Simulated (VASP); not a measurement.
# SbS5 (F-43m) in VASP: single point with PBE

Aim: the single point of SbS5 with PBE.

Everything below comes from runs of VASP 6.6.1. Logs are shortened: lines on timing, memory, paths and dates and some standing lists are left out, and cuts for length are marked.

## (1) The cell of the first run

It takes space group F-43m (No. 216, cubic). Conventional cell: a = 9.380 Å, b = 9.380 Å, c = 9.380 Å, α = 90.00°, β = 90.00°, γ = 90.00°. Within 3.2 Å of Sb (site symmetry -43m) lie 4 S at 2.44 Å. S (site symmetry 3m) has 1 Sb at 2.44 Å and 3 S at 2.64 Å within 3.2 Å. Within 5.0 Å of S (site symmetry -43m) lie 12 S at 3.84 Å and 6 Sb at 4.69 Å.

## (2) Single point, PBE

INCAR

```
SYSTEM = SbS5
ALGO = Normal ; EDIFF = 1E-6
ENCUT = 500 ; GGA = PE
GGA_COMPAT = .False. ; ISIF = 2
ISMEAR = 0 ; LASPH = .True.
LCHARG = .True. ; LELF = .True.
LREAL = .False. ; LVHAR = .True.
LWAVE = .False. ; NBANDS = 26
NELM = 120 ; PREC = Accurate
SIGMA = 0.1
```

KPOINTS

```
k-points
0
Gamma
  8 8 8
  0 0 0
```

POSCAR

```
SbS5
1.0
    0.0000000000      4.6897875982      4.6897875982
    4.6897875982      0.0000000000      4.6897875982
    4.6897875982      4.6897875982      0.0000000000
Sb S
1 5
Direct
    0.2500000000      0.2500000000      0.2500000000
    0.0996685127      0.7009944618      0.0996685127
    0.0996685127      0.0996685127      0.0996685127
    0.7009944618      0.0996685127      0.0996685127
    0.0996685127      0.0996685127      0.7009944618
    0.7500000000      0.7500000000      0.7500000000
```

Potentials or basis: VASP PAW PBE potentials, release 64 (Sb, S).

Run with:

```
cat potpaw_PBE.64/Sb/POTCAR potpaw_PBE.64/S/POTCAR > POTCAR
mpirun -np 1 vasp_std > vasp.out
```

OUTCAR:

```text
SYSTEM = SbS5
   EDIFF = 1E-6
   ENCUT = 500
   GGA = PE
   ISIF = 2
   ISMEAR = 0
   LASPH = .True.
   LREAL = .False.
   NELM = 120
   PREC = Accurate

 ion  position               nearest neighbor table
   1  0.250  0.250  0.250-   2 2.44   4 2.44   5 2.44   3 2.44
   2  0.100  0.701  0.100-   1 2.44   3 2.64   4 2.64   5 2.64
   3  0.100  0.100  0.100-   1 2.44   2 2.64   4 2.64   5 2.64
   4  0.701  0.100  0.100-   1 2.44   2 2.64   3 2.64   5 2.64
   5  0.100  0.100  0.701-   1 2.44   2 2.64   3 2.64   4 2.64
   6  0.750  0.750  0.750-

  LATTYP: Found a face centered cubic cell.
 ALAT       =     9.3795751964

  Lattice vectors:

 A1 = (   0.0000000000,   4.6897875982,   4.6897875982)
 A2 = (   4.6897875982,   0.0000000000,   4.6897875982)
 A3 = (   4.6897875982,   4.6897875982,   0.0000000000)

Analysis of symmetry for initial positions (statically):
=====================================================================
 Subroutine PRICEL returns:
 Original cell was already a primitive cell.

 Routine SETGRP: Setting up the symmetry group for a
 face centered cubic supercell.

 Subroutine GETGRP returns: Found 24 space group operations
 (whereof 24 operations were pure point group operations)
 out of a pool of 48 trial point group operations.

The static configuration has the point symmetry T_d .

Analysis of symmetry for dynamics (positions and initial velocities):
=====================================================================
 Subroutine PRICEL returns:
 Original cell was already a primitive cell.

 Routine SETGRP: Setting up the symmetry group for a
 face centered cubic supercell.

 Subroutine GETGRP returns: Found 24 space group operations
 (whereof 24 operations were pure point group operations)
 out of a pool of 48 trial point group operations.

The dynamic configuration has the point symmetry T_d .

 Subroutine INISYM returns: Found 24 space group operations
 (whereof 24 operations are pure point group operations),
 and found     1 'primitive' translations

----------------------------------------------------------------------------------------

                                     Primitive cell

  volume of cell :     206.2954

  direct lattice vectors                    reciprocal lattice vectors
     0.000000000  4.689787598  4.689787598    -0.106614636  0.106614636  0.106614636
     4.689787598  0.000000000  4.689787598     0.106614636 -0.106614636  0.106614636
     4.689787598  4.689787598  0.000000000     0.106614636  0.106614636 -0.106614636

  length of vectors
     6.632361226  6.632361226  6.632361226     0.184661967  0.184661967  0.184661967

  position of ions in fractional coordinates (direct lattice)
     0.250000000  0.250000000  0.250000000
     0.099668513  0.700994462  0.099668513
     0.099668513  0.099668513  0.099668513
     0.700994462  0.099668513  0.099668513
     0.099668513  0.099668513  0.700994462
     0.750000000  0.750000000  0.750000000

  ion indices of the primitive-cell ions
   primitive index   ion index
                 1           1
                 2           2
                 3           3
                 4           4
                 5           5
                 6           6

----------------------------------------------------------------------------------------

 KPOINTS: k-points

Automatic generation of k-mesh.
 Grid dimensions read from file:
 generate k-points for:    8    8    8

 Generating k-lattice:

  Cartesian coordinates                     Fractional coordinates (reciprocal lattice)
    -0.013326830  0.013326830  0.013326830     0.125000000  0.000000000  0.000000000
     0.013326830 -0.013326830  0.013326830     0.000000000  0.125000000  0.000000000
     0.013326830  0.013326830 -0.013326830     0.000000000  0.000000000  0.125000000

  Length of vectors
     0.023082746  0.023082746  0.023082746

  Shift w.r.t. Gamma in fractional coordinates (k-lattice)
     0.000000000  0.000000000  0.000000000

 Subroutine IBZKPT returns following result:
 ===========================================

 Found     29 irreducible k-points:

 Following reciprocal coordinates:
            Coordinates               Weight
  0.000000  0.000000  0.000000      1.000000
  0.125000  0.000000  0.000000      8.000000
  0.250000  0.000000  0.000000      8.000000
  0.375000  0.000000  0.000000      8.000000
  0.500000  0.000000  0.000000      4.000000
  0.125000  0.125000  0.000000      6.000000
[... 16 lines left out ...]
  0.500000  0.250000  0.125000     48.000000
 -0.375000  0.250000  0.125000     24.000000
 [... further k-points ...]
   k-points           NKPTS =     29   k-points in BZ     NKDIM =     29   number of bands    NBANDS=     26
   number of dos      NEDOS =    301   number of ions     NIONS =      6
   total plane-waves  NPLWV = 110592
   dimension x,y,z NGX =    48 NGY =   48 NGZ =   48
   dimension x,y,z NGXF=    96 NGYF=   96 NGZF=   96
   ions per type =               1   5
   NGX,Y,Z   is equivalent  to a cutoff of  12.03, 12.03, 12.03 a.u.
   NGXF,Y,Z  is equivalent  to a cutoff of  24.06, 24.06, 24.06 a.u.
 SYSTEM =  SbS5
   PREC   = accura    normal or accurate (medium, high low for compatibility)
   ISTART =      0    job   : 0-new  1-cont  2-samecut
   ICHARG =      2    charge: 1-file 2-atom 10-const
   ISPIN  =      1    spin polarized calculation?
   LNONCOLLINEAR =      F non collinear calculations
   LSORBIT =      F    spin-orbit coupling
   LASPH  =      T    aspherical Exc in radial PAW
   ENCUT  =  500.0 eV  36.75 Ry    6.06 a.u.  12.09 12.09 12.09*2*pi/ulx,y,z
   NELM   =    120;   NELMIN=  2; NELMDL= -5     # of ELM steps
   EDIFF  = 0.1E-05   stopping-criterion for ELM
   LREAL  =      F    real-space projection
   EDIFFG = 0.1E-04   stopping-criterion for IOM
   NSW    =      0    number of steps for IOM
   IBRION =     -1    ionic relax: 0-MD 1-quasi-New 2-CG
   NFREE  =      0    steps in history (QN), initial steepest desc. (CG)
   ISIF   =      2    stress and relaxation
   ISYM   =      2    0-nonsym 1-usesym 2-fastsym
   POTIM  = 0.5000    time-step for ionic-motion
   TEBEG  =    0.0;   TEEND  =   0.0 temperature during run
   PSTRESS=    0.0 pullay stress
   NELECT =      35.0000    total number of electrons
   NUPDOWN=      -1.0000    fix difference up-down
   EMIN   =  10.00;   EMAX   =-10.00  energy-range for DOS
   EFERMI =   0.00;   METHOD = LEGACY
   ISMEAR =     0;   SIGMA  =   0.10  broadening in eV -4-tet -1-fermi 0-gaus
   EFERMI_NEDOS =   21; number of points for ismear=-14 and -15
   IALGO  =     38    algorithm
   IMIX   =      4    mixing-type and parameters
     AMIX     =   0.40;   BMIX     =  1.00
     AMIX_MAG =   1.60;   BMIX_MAG =  1.00
  volume/ion in A,a.u.               =      34.38       232.02
  Fermi-wavevector in a.u.,A,eV,Ry     =   0.906291  1.712642 11.175327  0.821363
  Thomas-Fermi vector in A             =   2.029961
   LORBIT       =      0    0 simple, 1 ext, 2 COOP (PROOUT), +10 PAW based schemes
   GGA     = PE    functional components
   LHFCALC =     F    Hartree Fock is set to
   AEXX    =    0.0000 exact exchange contribution
   IVDW    =     0    specifies the selected vdW correction
   LEPSILON=     F    determine dielectric tensor
   LRPA    =     F    only Hartree local field effects (RPA)
 non-spin polarized calculation
 Gauss-broadening in eV      SIGMA  =   0.10
  energy-cutoff  :      500.00
  volume of cell :      206.30
 maximum number of plane-waves:      5297
   NGX = 25   NGY = 25   NGZ = 25

 number of electron      35.0000006 magnetization

 Free energy of the ion-electron system (eV)
  ---------------------------------------------------
  ext. energy  EPLUGINS =         0.00000000
  ---------------------------------------------------
  free energy    TOTEN  =       -17.99122889 eV

  energy without entropy =      -17.92542068  energy(sigma->0) =      -17.95832479

 E-fermi :   0.6955     XC(G=0):  -7.2745

 val. band max:        0.6898006700   @ k =   0.5000   0.3750   0.0000
 cond. band min:       0.6984561150   @ k =   0.3750   0.2500   0.1250
 fundamental gap:      0.0086554450
 Fermi energy:         0.6955284777

 k-point     1 :       0.0000    0.0000    0.0000
  band No.  band energies     occupation
      1     -13.8606      2.00000
      2     -11.1143      2.00000
      3     -11.1143      2.00000
      4     -11.1143      2.00000
      5      -9.7088      2.00000
      6      -9.2228      2.00000
[... 18 lines left out ...]
     25       5.4753      0.00000
     26       8.0528      0.00000

 k-point     2 :       0.1250    0.0000    0.0000
  band No.  band energies     occupation
      1     -13.8245      2.00000
      2     -11.3086      2.00000
      3     -11.1164      2.00000
      4     -11.1164      2.00000
      5      -9.7106      2.00000
      6      -8.9765      2.00000
[... 18 lines left out ...]
     25       5.6363      0.00000
     26       8.0275      0.00000

 k-point     3 :       0.2500    0.0000    0.0000
  band No.  band energies     occupation
      1     -13.7260      2.00000
      2     -11.6902      2.00000
      3     -11.1214      2.00000
      4     -11.1214      2.00000
      5      -9.7159      2.00000
      6      -8.4531      2.00000
[... 18 lines left out ...]
     25       6.0244      0.00000
     26       7.6628      0.00000

 k-point     4 :       0.3750    0.0000    0.0000
  band No.  band energies     occupation
      1     -13.6032      2.00000
      2     -12.0258      2.00000
      3     -11.1264      2.00000
      4     -11.1264      2.00000
      5      -9.7216      2.00000
      6      -7.9449      2.00000
[... 18 lines left out ...]
     25       6.3539      0.00000
     26       7.3932      0.00000

 k-point     5 :       0.5000    0.0000    0.0000
  band No.  band energies     occupation
      1     -13.5406      2.00000
      2     -12.1644      2.00000
      3     -11.1285      2.00000
      4     -11.1285      2.00000
      5      -9.7239      2.00000
      6      -7.7211      2.00000
[... 18 lines left out ...]
     25       6.4192      0.00000
     26       7.3067      0.00000

 k-point     6 :       0.1250    0.1250    0.0000
  band No.  band energies     occupation
      1     -13.8120      2.00000
      2     -11.3640      2.00000
      3     -11.1187      2.00000
      4     -11.1187      2.00000
      5      -9.7116      2.00000
      6      -8.8987      2.00000
[... 427 lines left out ...]
 k-point    21 :       0.5000    0.5000    0.0000
  band No.  band energies     occupation
      1     -13.3503      2.00000
      2     -12.4954      2.00000
      3     -11.1441      2.00000
      4     -11.1441      2.00000
      5      -9.7337      2.00000
      6      -6.9898      2.00000
[... 18 lines left out ...]
     25       6.9927      0.00000
     26       7.8229      0.00000

 k-point    22 :       0.3750    0.2500    0.1250
  band No.  band energies     occupation
      1     -13.6380      2.00000
      2     -11.9346      2.00000
      3     -11.1345      2.00000
      4     -11.1270      2.00000
      5      -9.7190      2.00000
      6      -8.0637      2.00000
[... 18 lines left out ...]
     25       6.3025      0.00000
     26       7.7238      0.00000

 k-point    23 :       0.5000    0.2500    0.1250
  band No.  band energies     occupation
      1     -13.5193      2.00000
      2     -12.2005      2.00000
      3     -11.1433      2.00000
      4     -11.1320      2.00000
      5      -9.7205      2.00000
      6      -7.6147      2.00000
[... 18 lines left out ...]
     25       6.5965      0.00000
     26       7.5925      0.00000

 k-point    24 :      -0.3750    0.2500    0.1250
  band No.  band energies     occupation
      1     -13.4579      2.00000
      2     -12.3171      2.00000
      3     -11.1466      2.00000
      4     -11.1344      2.00000
      5      -9.7209      2.00000
      6      -7.4023      2.00000
[... 18 lines left out ...]
     25       6.7341      0.00000
     26       7.4939      0.00000

 [... further k-points ...]

------------------------ aborting loop because EDIFF is reached ----------------------------------------

  FORCE on cell =-STRESS in cart. coord.  units (eV):
  Direction    XX          YY          ZZ          XY          YZ          ZX
  --------------------------------------------------------------------------------------
  -------------------------------------------------------------------------------------
  Total       -0.0306949     -0.0306949     -0.0306949      0.0000000      0.0000000      0.0000000
  in kB       -0.2383894     -0.2383894     -0.2383894      0.0000000      0.0000000      0.0000000
  external PRESSURE =      -0.2383894 kB  Pullay stress =       0.0000000 kB

 VOLUME and BASIS-vectors are now :
 -----------------------------------------------------------------------------
  energy-cutoff  :      500.00
  volume of cell :      206.30
      direct lattice vectors                 reciprocal lattice vectors
     0.000000000  4.689787598  4.689787598    -0.106614636  0.106614636  0.106614636
     4.689787598  0.000000000  4.689787598     0.106614636 -0.106614636  0.106614636
     4.689787598  4.689787598  0.000000000     0.106614636  0.106614636 -0.106614636

 POSITION                                       TOTAL-FORCE (eV/Angst)
 -----------------------------------------------------------------------------------
      2.34489      2.34489      2.34489         0.000000     -0.000000     -0.000000
      3.75494      0.93485      3.75494        -0.002122      0.002122     -0.002122
      0.93485      0.93485      0.93485         0.002122      0.002122      0.002122
      0.93485      3.75494      3.75494         0.002122     -0.002122     -0.002122
      3.75494      3.75494      0.93485        -0.002122     -0.002122      0.002122
      7.03468      7.03468      7.03468         0.000000     -0.000000     -0.000000
 -----------------------------------------------------------------------------------
    total drift:                                0.000001      0.000001      0.000001

  FREE ENERGIE OF THE ION-ELECTRON SYSTEM (eV)
  ---------------------------------------------------
  free  energy   TOTEN  =       -17.9912288914 eV

  energy  without entropy=      -17.9254206826  energy(sigma->0) =      -17.95832479
```

It took 4.9 min on 1 thread of Intel Xeon 8259CL, shared host; peak memory 0.38 GiB.

Results:

* Free energy: -17.9912 eV
* Pressure: 0.0 GPa
* Largest force: 0.004 eV/Å
* Band gap on the k mesh: zero (an odd number of electrons rules out a gap without spin polarisation)

Forces on the atoms (eV/Å):
```
Sb   0.000  0.000  0.000
S   -0.002  0.002 -0.002
S    0.002  0.002  0.002
S    0.002 -0.002 -0.002
S   -0.002 -0.002  0.002
S    0.000  0.000  0.000
```

Levels at points of the mesh, in eV from the Fermi level:
```csv
k point,band 16,band 17,band 18,band 19,band 20,band 21
"(0.00, 0.00, 0.00)",0.27,0.27,0.27,0.31,0.31,0.31
"(0.50, 0.00, 0.00)",0.05,0.05,0.17,0.17,0.32,0.89
"(0.50, 0.50, 0.00)",-0.25,-0.05,-0.05,0.23,0.23,2.53
```

Caveat: spin-orbit coupling is left out, which moves the levels of the heavy elements.
